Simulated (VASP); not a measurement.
# Pb (Fm-3m) in VASP: further runs

Runs on Pb. Level: PBE. Tasks: single point, relaxation of cell and atoms.

Program: VASP 6.6.1. These are calculated values, not measurements. Logs are shortened: lines on timing, memory, paths and dates and some standing lists are left out, and cuts for length are marked.

## 1. The cell of the first run

Symmetry: Fm-3m, No. 225, cubic system. Conventional cell: a = 4.282 Å, b = 4.282 Å, c = 4.282 Å, α = 90.00°, β = 90.00°, γ = 90.00°. Within 4.0 Å of Pb (site symmetry m-3m) lie 12 Pb at 3.03 Å.

## 2. Single point, PBE (19.63 Å³/atom)

Contents of INCAR:

```
PREC     = Accurate       # precision mode
ENCUT    = 520            # plane-wave cutoff, eV
EDIFF    = 1E-7           # SCF threshold, eV
ISMEAR   = -1             # smearing method
SIGMA    = 0.05           # smearing width, eV
LREAL    = F              # projectors in reciprocal space
LASPH    = T              # aspherical terms in the spheres
NELM     = 60             # most SCF steps
ALGO     = Normal         # electronic algorithm
ISIF     = 2              # what is computed and relaxed
LWAVE    = F              # write WAVECAR
LCHARG   = F              # write CHGCAR
GGA      = PE             # functional
NBANDS   = 13             # bands
```

Contents of KPOINTS:

```
regular mesh
0
Gamma
  15 15 15
```

Contents of POSCAR:

```
Pb
1.0
    0.0000000000      2.1409179866      2.1409179866
    2.1409179866      0.0000000000      2.1409179866
    2.1409179866      2.1409179866      0.0000000000
Pb
1
Direct
    0.0000000000      0.0000000000      0.0000000000
```

Potentials or basis: VASP PAW PBE potentials, release 64 (Pb_d).

On the command line:

```
> cat potpaw_PBE.64/Pb_d/POTCAR > POTCAR
> mpirun -np 1 vasp_std > vasp.out
```

OUTCAR:

```text
PREC = Accurate
   ENCUT = 520
   EDIFF = 1E-7
   ISMEAR = -1
   LREAL = F
   LASPH = T
   NELM = 60
   ISIF = 2
   GGA = PE

 ion  position               nearest neighbor table
   1  0.000  0.000  0.000-

  LATTYP: Found a face centered cubic cell.
 ALAT       =     4.2818359732

  Lattice vectors:

 A1 = (   0.0000000000,   2.1409179866,   2.1409179866)
 A2 = (   2.1409179866,   0.0000000000,   2.1409179866)
 A3 = (   2.1409179866,   2.1409179866,   0.0000000000)

Analysis of symmetry for initial positions (statically):
=====================================================================
 Subroutine PRICEL returns:
 Original cell was already a primitive cell.

 Routine SETGRP: Setting up the symmetry group for a
 face centered cubic supercell.

 Subroutine GETGRP returns: Found 48 space group operations
 (whereof 48 operations were pure point group operations)
 out of a pool of 48 trial point group operations.

The static configuration has the point symmetry O_h .

Analysis of symmetry for dynamics (positions and initial velocities):
=====================================================================
 Subroutine PRICEL returns:
 Original cell was already a primitive cell.

 Routine SETGRP: Setting up the symmetry group for a
 face centered cubic supercell.

 Subroutine GETGRP returns: Found 48 space group operations
 (whereof 48 operations were pure point group operations)
 out of a pool of 48 trial point group operations.

The dynamic configuration has the point symmetry O_h .

 Subroutine INISYM returns: Found 48 space group operations
 (whereof 48 operations are pure point group operations),
 and found     1 'primitive' translations

----------------------------------------------------------------------------------------

                                     Primitive cell

  volume of cell :      19.6259

  direct lattice vectors                    reciprocal lattice vectors
     0.000000000  2.140917987  2.140917987    -0.233544677  0.233544677  0.233544677
     2.140917987  0.000000000  2.140917987     0.233544677 -0.233544677  0.233544677
     2.140917987  2.140917987  0.000000000     0.233544677  0.233544677 -0.233544677

  length of vectors
     3.027715253  3.027715253  3.027715253     0.404511247  0.404511247  0.404511247

  position of ions in fractional coordinates (direct lattice)
     0.000000000  0.000000000  0.000000000

  ion indices of the primitive-cell ions
   primitive index   ion index
                 1           1

----------------------------------------------------------------------------------------

 KPOINTS: regular mesh

Automatic generation of k-mesh.
 Grid dimensions read from file:
 generate k-points for:   15   15   15

 Generating k-lattice:

  Cartesian coordinates                     Fractional coordinates (reciprocal lattice)
    -0.015569645  0.015569645  0.015569645     0.066666667  0.000000000  0.000000000
     0.015569645 -0.015569645  0.015569645     0.000000000  0.066666667  0.000000000
     0.015569645  0.015569645 -0.015569645     0.000000000  0.000000000  0.066666667

  Length of vectors
     0.026967416  0.026967416  0.026967416

  Shift w.r.t. Gamma in fractional coordinates (k-lattice)
     0.000000000  0.000000000  0.000000000

 Subroutine IBZKPT returns following result:
 ===========================================

 Found    120 irreducible k-points:

 Following reciprocal coordinates:
            Coordinates               Weight
  0.000000  0.000000  0.000000      1.000000
  0.066667  0.000000  0.000000      8.000000
  0.133333  0.000000  0.000000      8.000000
  0.200000  0.000000  0.000000      8.000000
  0.266667  0.000000  0.000000      8.000000
  0.333333  0.000000  0.000000      8.000000
[... 16 lines left out ...]
  0.133333  0.133333  0.000000      6.000000
  0.200000  0.133333  0.000000     24.000000
 [... further k-points ...]
   k-points           NKPTS =    120   k-points in BZ     NKDIM =    120   number of bands    NBANDS=     13
   number of dos      NEDOS =    301   number of ions     NIONS =      1
   total plane-waves  NPLWV =  13824
   dimension x,y,z NGX =    24 NGY =   24 NGZ =   24
   dimension x,y,z NGXF=    48 NGYF=   48 NGZF=   48
   ions per type =               1
   NGX,Y,Z   is equivalent  to a cutoff of  13.18, 13.18, 13.18 a.u.
   NGXF,Y,Z  is equivalent  to a cutoff of  26.36, 26.36, 26.36 a.u.
 SYSTEM =  unknown system
   PREC   = accura    normal or accurate (medium, high low for compatibility)
   ISTART =      0    job   : 0-new  1-cont  2-samecut
   ICHARG =      2    charge: 1-file 2-atom 10-const
   ISPIN  =      1    spin polarized calculation?
   LNONCOLLINEAR =      F non collinear calculations
   LSORBIT =      F    spin-orbit coupling
   LASPH  =      T    aspherical Exc in radial PAW
   ENCUT  =  520.0 eV  38.22 Ry    6.18 a.u.   5.63  5.63  5.63*2*pi/ulx,y,z
   NELM   =     60;   NELMIN=  2; NELMDL= -5     # of ELM steps
   EDIFF  = 0.1E-06   stopping-criterion for ELM
   LREAL  =      F    real-space projection
   EDIFFG = 0.1E-05   stopping-criterion for IOM
   NSW    =      0    number of steps for IOM
   IBRION =     -1    ionic relax: 0-MD 1-quasi-New 2-CG
   NFREE  =      0    steps in history (QN), initial steepest desc. (CG)
   ISIF   =      2    stress and relaxation
   ISYM   =      2    0-nonsym 1-usesym 2-fastsym
   POTIM  = 0.5000    time-step for ionic-motion
   TEBEG  =    0.0;   TEEND  =   0.0 temperature during run
   PSTRESS=    0.0 pullay stress
   NELECT =      14.0000    total number of electrons
   NUPDOWN=      -1.0000    fix difference up-down
   EMIN   =  10.00;   EMAX   =-10.00  energy-range for DOS
   EFERMI =   0.00;   METHOD = LEGACY
   ISMEAR =    -1;   SIGMA  =   0.05  broadening in eV -4-tet -1-fermi 0-gaus
   EFERMI_NEDOS =   21; number of points for ismear=-14 and -15
   IALGO  =     38    algorithm
   IMIX   =      4    mixing-type and parameters
     AMIX     =   0.40;   BMIX     =  1.00
     AMIX_MAG =   1.60;   BMIX_MAG =  1.00
  volume/ion in A,a.u.               =      19.63       132.44
  Fermi-wavevector in a.u.,A,eV,Ry     =   1.462764  2.764222 29.112078  2.139677
  Thomas-Fermi vector in A             =   2.578938
   LORBIT       =      0    0 simple, 1 ext, 2 COOP (PROOUT), +10 PAW based schemes
   GGA     = PE    functional components
   LHFCALC =     F    Hartree Fock is set to
   AEXX    =    0.0000 exact exchange contribution
   IVDW    =     0    specifies the selected vdW correction
   LEPSILON=     F    determine dielectric tensor
   LRPA    =     F    only Hartree local field effects (RPA)
 non-spin polarized calculation
  energy-cutoff  :      520.00
  volume of cell :       19.63
 maximum number of plane-waves:       540
   NGX = 11   NGY = 11   NGZ = 11

 number of electron      14.0000001 magnetization

 Free energy of the ion-electron system (eV)
  ---------------------------------------------------
  ext. energy  EPLUGINS =         0.00000000
  ---------------------------------------------------
  free energy    TOTEN  =        -2.03864655 eV

  energy without entropy =       -2.03535938  energy(sigma->0) =       -2.03700296

 E-fermi :  13.7411     XC(G=0): -12.4640

 val. band max:       13.7393644805   @ k =  -0.3333   0.4667   0.2000
 cond. band min:      13.7736693942   @ k =   0.3333   0.1333   0.0000
 fundamental gap:      0.0343049137
 Fermi energy:        13.7410670418

 k-point     1 :       0.0000    0.0000    0.0000
  band No.  band energies     occupation
      1      -4.4776      2.00000
      2      -4.4776      2.00000
      3      -4.4776      2.00000
      4      -3.9924      2.00000
      5      -3.9924      2.00000
      6      -2.2387      2.00000
      7      22.8921      0.00000
      8      24.3076      0.00000
      9      24.3076      0.00000
     10      24.3076      0.00000
     11      29.8387      0.00000
     12      29.8387      0.00000
     13      29.8412      0.00000

 k-point     2 :       0.0667    0.0000    0.0000
  band No.  band energies     occupation
      1      -4.4843      2.00000
      2      -4.4570      2.00000
      3      -4.4570      2.00000
      4      -3.9960      2.00000
      5      -3.9960      2.00000
      6      -2.1086      2.00000
      7      22.5187      0.00000
      8      23.3229      0.00000
      9      24.2311      0.00000
     10      24.2311      0.00000
     11      29.3277      0.00000
     12      29.7866      0.00000
     13      29.7866      0.00000

 k-point     3 :       0.1333    0.0000    0.0000
  band No.  band energies     occupation
      1      -4.5117      2.00000
      2      -4.4077      2.00000
      3      -4.4077      2.00000
      4      -3.9963      2.00000
      5      -3.9963      2.00000
      6      -1.7076      2.00000
      7      20.0437      0.00000
      8      23.2691      0.00000
      9      23.9888      0.00000
     10      23.9888      0.00000
     11      28.4032      0.00000
     12      29.4421      0.00000
     13      29.4421      0.00000
[... 305 lines left out ...]
 k-point    23 :       0.1333    0.1333    0.0000
  band No.  band energies     occupation
      1      -4.5827      2.00000
      2      -4.3279      2.00000
      3      -4.3279      2.00000
      4      -4.1185      2.00000
      5      -3.9282      2.00000
      6      -1.5328      2.00000
      7      22.0064      0.00000
      8      22.0064      0.00000
      9      22.3343      0.00000
     10      22.6231      0.00000
     11      26.2468      0.00000
     12      30.3936      0.00000
     13      30.3936      0.00000

 k-point    24 :       0.2000    0.1333    0.0000
  band No.  band energies     occupation
      1      -4.6230      2.00000
      2      -4.2730      2.00000
      3      -4.2589      2.00000
      4      -4.1694      2.00000
      5      -3.8880      2.00000
      6      -1.0318      2.00000
      7      19.3805      0.00000
      8      21.2070      0.00000
      9      22.1805      0.00000
     10      23.6106      0.00000
     11      24.7222      0.00000
     12      30.4110      0.00000
     13      30.6557      0.00000

 [... further k-points ...]
[... 5 lines left out ...]
  --------------------------------------------------------------------------------------
  -------------------------------------------------------------------------------------
  Total        7.8279105      7.8279105      7.8279105      0.0000000      0.0000000      0.0000000
  in kB      639.0375061    639.0375061    639.0375061      0.0000000      0.0000000      0.0000000
  external PRESSURE =     639.0375061 kB  Pullay stress =       0.0000000 kB

 VOLUME and BASIS-vectors are now :
 -----------------------------------------------------------------------------
  energy-cutoff  :      520.00
  volume of cell :       19.63
      direct lattice vectors                 reciprocal lattice vectors
     0.000000000  2.140917987  2.140917987    -0.233544677  0.233544677  0.233544677
     2.140917987  0.000000000  2.140917987     0.233544677 -0.233544677  0.233544677
     2.140917987  2.140917987  0.000000000     0.233544677  0.233544677 -0.233544677

 POSITION                                       TOTAL-FORCE (eV/Angst)
 -----------------------------------------------------------------------------------
      0.00000      0.00000      0.00000         0.000000      0.000000      0.000000
 -----------------------------------------------------------------------------------
    total drift:                               -0.000000      0.000000      0.000000

  FREE ENERGIE OF THE ION-ELECTRON SYSTEM (eV)
  ---------------------------------------------------
  free  energy   TOTEN  =        -2.0386465450 eV

  energy  without entropy=       -2.0353593772  energy(sigma->0) =       -2.03700296
```

Wall time 8 s (1 thread of Intel Xeon 6975P-C (Granite Rapids), shared host); peak memory 0.16 GiB.

What came out:

```yaml
Free_energy: -2.0386 eV
Pressure: 63.9 GPa
Band_gap_on_the_k_mesh: zero (bands 7 and 8 overlap by 11.99 eV)
```

Caveat: the cell stands under pressure; spin-orbit coupling is left out, which moves the levels of the heavy elements.

## 3. Single point, PBE

Contents of INCAR:

```
SYSTEM = Pb
ALGO = Normal ; EDIFF = 1E-6
ENCUT = 520 ; GGA = PE
ISIF = 2 ; ISMEAR = -1
LASPH = .TRUE. ; LCHARG = .TRUE.
LELF = .TRUE. ; LREAL = .FALSE.
LVHAR = .TRUE. ; LWAVE = .FALSE.
NBANDS = 13 ; NELM = 100
PREC = Accurate ; SIGMA = 0.05
```

Contents of KPOINTS:

```
k-points
0
G
  15 15 15
  0 0 0
```

Contents of POSCAR:

```
Pb
1.0
    0.0000000000      2.1410015683      2.1410015683
    2.1410015683      0.0000000000      2.1410015683
    2.1410015683      2.1410015683      0.0000000000
Pb
1
Direct
    0.0000000000      0.0000000000      0.0000000000
```

Potentials or basis: VASP PAW PBE potentials, release 64 (Pb_d).

On the command line:

```
> cat potpaw_PBE.64/Pb_d/POTCAR > POTCAR
> mpirun -np 1 vasp_std > vasp.out
```

It took 9.6 s on 1 thread of Intel Xeon 6975P-C (Granite Rapids), shared host; peak memory 0.16 GiB.

It converged, with:

- Free energy: -2.0396 eV
- Pressure: 63.9 GPa
- Band gap on the k mesh: zero (bands 7 and 8 overlap by 11.99 eV)

Levels at points of the mesh, in eV from the Fermi level:
| k point | band 5 | band 6 | band 7 | band 8 | band 9 | band 10 |
| --- | --- | --- | --- | --- | --- | --- |
| (0.00, 0.00, 0.00) | -17.73 | -15.98 | 9.15 | 10.57 | 10.57 | 10.57 |

Caveat: the cell stands under pressure; spin-orbit coupling is left out, which moves the levels of the heavy elements.

## 4. Single point, PBE

Contents of INCAR:

```
ALGO     = Normal         # electronic algorithm
EDIFF    = 1E-7           # SCF threshold, eV
ENCUT    = 520            # plane-wave cutoff, eV
GGA      = PE             # functional
ISIF     = 2              # what is computed and relaxed
ISMEAR   = -1             # smearing method
LASPH    = T              # aspherical terms in the spheres
LCHARG   = F              # write CHGCAR
LREAL    = F              # projectors in reciprocal space
LWAVE    = F              # write WAVECAR
NBANDS   = 13             # bands
NELM     = 60             # most SCF steps
PREC     = Accurate       # precision mode
SIGMA    = 0.05           # smearing width, eV
```

Contents of KPOINTS:

```
k-points
0
Gamma
  15 15 15
```

POSCAR is that of step 3.

On the command line:

```
> cat potpaw_PBE.64/Pb_d/POTCAR > POTCAR
> mpirun -np 1 vasp_std > vasp.out
```

It took 11 s on 1 thread of Intel Xeon 6975P-C (Granite Rapids), shared host; peak memory 0.15 GiB.

It converged, with:

| Property | Result |
| --- | --- |
| Free energy | -2.0396 eV |
| Pressure | 63.9 GPa |
| Band gap on the k mesh | zero (bands 7 and 8 overlap by 11.99 eV) |

Levels at points of the mesh, in eV from the Fermi level:
```csv
k point,band 5,band 6,band 7,band 8,band 9,band 10
"(0.00, 0.00, 0.00)",-17.73,-15.98,9.15,10.57,10.57,10.57
```

Caveat: the cell stands under pressure; spin-orbit coupling is left out, which moves the levels of the heavy elements.

## 5. Single point, PBE

This run uses another cell than the first one, of 32.02 Å³/atom.

Contents of INCAR:

```
ALGO = Normal
EDIFF = 1E-7
ENCUT = 520
GGA = PE
ISIF = 2
ISMEAR = -1
LASPH = T
LCHARG = T
LELF = T
LREAL = F
LVHAR = T
LWAVE = F
NBANDS = 13
NELM = 80
PREC = Accurate
SIGMA = 0.05
```

Contents of KPOINTS:

```
k-points
0
Gamma
  14 14 14
```

Contents of POSCAR:

```
Pb
1.0
    0.0000000000      2.5202669214      2.5202669214
    2.5202669214      0.0000000000      2.5202669214
    2.5202669214      2.5202669214      0.0000000000
Pb
1
Direct
    0.0000000000      0.0000000000      0.0000000000
```

On the command line:

```
> cat potpaw_PBE.64/Pb_d/POTCAR > POTCAR
> mpirun -np 1 vasp_std > vasp.out
```

Wall time 18 s (1 thread of Intel Xeon 6975P-C (Granite Rapids), shared host); peak memory 0.18 GiB.

The run converged. Its results:

```yaml
Free_energy: -3.5696 eV
Pressure: 0.0 GPa
Band_gap_on_the_k_mesh: zero (bands 7 and 8 overlap by 8.44 eV)
```

Levels at points of the mesh, in eV from the Fermi level:
| k point | band 4 | band 5 | band 6 | band 7 | band 8 | band 9 | band 10 | band 11 |
| --- | --- | --- | --- | --- | --- | --- | --- | --- |
| (0.00, 0.00, 0.00) | -16.93 | -16.93 | -11.41 | 6.99 | 6.99 | 6.99 | 9.71 | 10.64 |
| (0.50, 0.00, 0.00) | -16.81 | -16.81 | -8.09 | -3.95 | 5.27 | 5.27 | 8.98 | 9.19 |
| (0.50, 0.50, 0.00) | -16.78 | -16.78 | -6.81 | -3.07 | 1.98 | 1.98 | 5.21 | 6.47 |

Caveat: spin-orbit coupling is left out, which moves the levels of the heavy elements.

## 6. Relaxation of cell and atoms, PBE, target pressure 64 GPa, at which the enthalpy is minimised

Contents of INCAR:

```
PREC     = Accurate       # precision mode
ENCUT    = 600            # plane-wave cutoff, eV
EDIFF    = 1E-6           # SCF threshold, eV
ISMEAR   = -1             # smearing method
SIGMA    = 0.05           # smearing width, eV
LREAL    = False          # projectors in reciprocal space
LASPH    = True           # aspherical terms in the spheres
NELM     = 100            # most SCF steps
ALGO     = Normal         # electronic algorithm
ISIF     = 3              # what is computed and relaxed
LWAVE    = False          # write WAVECAR
LCHARG   = False          # write CHGCAR
GGA      = PE             # functional
IBRION   = 2              # ionic algorithm
NSW      = 60             # ionic steps
EDIFFG   = -0.005         # ionic threshold
PSTRESS  = 640.0
```

Contents of KPOINTS:

```
regular mesh
0
Gamma
  15 15 15
```

Contents of POSCAR:

```
Pb
1.0
    0.0000000000      2.1409179866      2.1409179866
    2.1409179866      0.0000000000      2.1409179866
    2.1409179866      2.1409179866      0.0000000000
Pb
1
Direct
    0.0000000000      0.0000000000      0.0000000000
```

Potentials or basis: VASP PAW PBE potentials, release 64 (Pb_d).

On the command line:

```
> cat potpaw_PBE.64/Pb_d/POTCAR > POTCAR
> mpirun -np 1 vasp_std > vasp.out
```

Run time: 7.9 s. Hardware: 1 thread of Intel Xeon 6975P-C (Granite Rapids), shared host; peak memory 0.15 GiB.

It converged, with:

```
Free energy             : -2.0388 eV
Pressure after relaxing : 64.0 GPa
Band gap on the k mesh  : zero (bands 7 and 8 overlap by 11.99 eV)
```

Final structure:
```yaml
crystal:
  lattice:
    - [0.00000, 2.14092, 2.14092]
    - [2.14092, 0.00000, 2.14092]
    - [2.14092, 2.14092, 0.00000]
  atoms:
    - { symbol: Pb, position: [0.00000, 0.00000, 0.00000] }
```

Levels at points of the mesh, in eV from the Fermi level:
```
           k point  band 5  band 6  band 7  band 8  band 9  band 10
(0.00, 0.00, 0.00)  -17.73  -15.98    9.15   10.57   10.57    10.57
```

Caveat: the relaxation stopped at its first step, so nothing moved; the cell is relaxed towards a set pressure, so the run minimises the enthalpy, not the energy; spin-orbit coupling is left out, which moves the levels of the heavy elements.

## 7. Overview

```csv
task,cell,k mesh,cutoff (eV),gap on the mesh (eV),pressure (GPa)
single point,"a = 3.028 Å, angles 60.0°, 1 atom",15 × 15 × 15,520,none,63.9
single point,"a = 3.564 Å, angles 60.0°, 1 atom",14 × 14 × 14,520,none,0.0
relaxation of cell and atoms,"relaxed to 64 GPa from a = 3.028 Å, angles 60.0°, 1 atom",15 × 15 × 15,600,none,64.0
```

Alike in all rows: level PBE; potentials or basis VASP PAW PBE potentials, release 64 (Pb_d); no spin polarisation; smearing fermi-dirac 0.05 eV.

Caveats: spin-orbit coupling is left out, which moves the levels of the heavy elements; the cell stands under pressure (at least some runs); the relaxation stopped at its first step, so nothing moved (at least some runs); the cell is relaxed towards a set pressure, so the run minimises the enthalpy, not the energy (at least some runs).

Absolute energies hang on the potentials; compare differences alone.
